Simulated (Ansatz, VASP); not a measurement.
# One calculation of HfB2, two programs

Contents of INCAR:

```
  PREC = Accurate
  ENCUT = 520
  EDIFF = 1E-6
  ISMEAR = -1
  SIGMA = 0.05
  LREAL = F
  LASPH = T
  NELM = 100
  ALGO = Normal
  ISIF = 2
  LWAVE = F
  LCHARG = T
  GGA = PS
  LELF = T
  LVHAR = T
  NBANDS = 15
```

KPOINTS

```
Automatic mesh
0
Gamma
  13 13 11
```

POSCAR

```
HfB2
1.0
    3.2015843649      0.0000000000      0.0000000000
   -1.6007921825      2.7726533923      0.0000000000
    0.0000000000      0.0000000000      3.5482526220
Hf B
1 2
Direct
    0.0000000000      0.0000000000      0.0000000000
    0.3333333333      0.6666666667      0.5000000000
    0.6666666667      0.3333333333      0.5000000000
```

Input for Ansatz:

```yaml
crystal:
  lattice:
    - [3.2015843649, 0.0, 0.0]
    - [-1.6007921825, 2.7726533923, 0.0]
    - [0.0, 0.0, 3.548252622]
  atoms:
    - { symbol: Hf, position: [0.0, 0.0, 0.0] }
    - { symbol: B, position: [0.3333333333, 0.6666666667, 0.5] }
    - { symbol: B, position: [0.6666666667, 0.3333333333, 0.5] }
kpoints:
  mp_grid: { grid: [13, 13, 11] }
  band_path:
    path:
      - [0.0, 0.0, 0.0]
      - [0.5, 0.0, 0.0]
      - [0.3333333333, 0.3333333333, 0.0]
      - [0.0, 0.0, 0.0]
      - [0.0, 0.0, 0.5]
      - [0.5, 0.0, 0.5]
      - [0.3333333333, 0.3333333333, 0.5]
      - [0.0, 0.0, 0.5]
      - [0.5, 0.0, 0.5]
    npoints: 5
scf:
  occupations: { method: fermi_dirac, width: 0.05 }
hamiltonian:
  xc: pbesol
  pseudopotentials: { kind: all_electron, lapw: { basis_error: 0.0005 } }
output:
  forces: true
  stress: true
  eigenvalues: true
```

Change from the starting cell: volume scaled by 1.06.

Alike in both runs: task single point; functional PBEsol; k mesh 13 × 13 × 11; occupations fermi-dirac, width 0.05 eV; no spin polarisation.

```csv
,VASP,Ansatz
version,VASP 6.6.1,Ansatz 0.2.0
potentials or method,"VASP PAW PBE potentials, release 64 (Hf_pv, B), cutoff 520 eV","all-electron LAPW, scalar-relativistic"
```

```tsv
	VASP	Ansatz	Ansatz less VASP
pressure (GPa)	-17.4	-17.0	+0.32
traceless stress, the component that is largest in VASP (GPa)	0.37	0.36	-0.015
```

VASP's potentials were made for PBE, not for PBEsol. Ansatz ran all-electron here, and VASP with PAW potentials.

Neither program's run includes spin-orbit coupling.
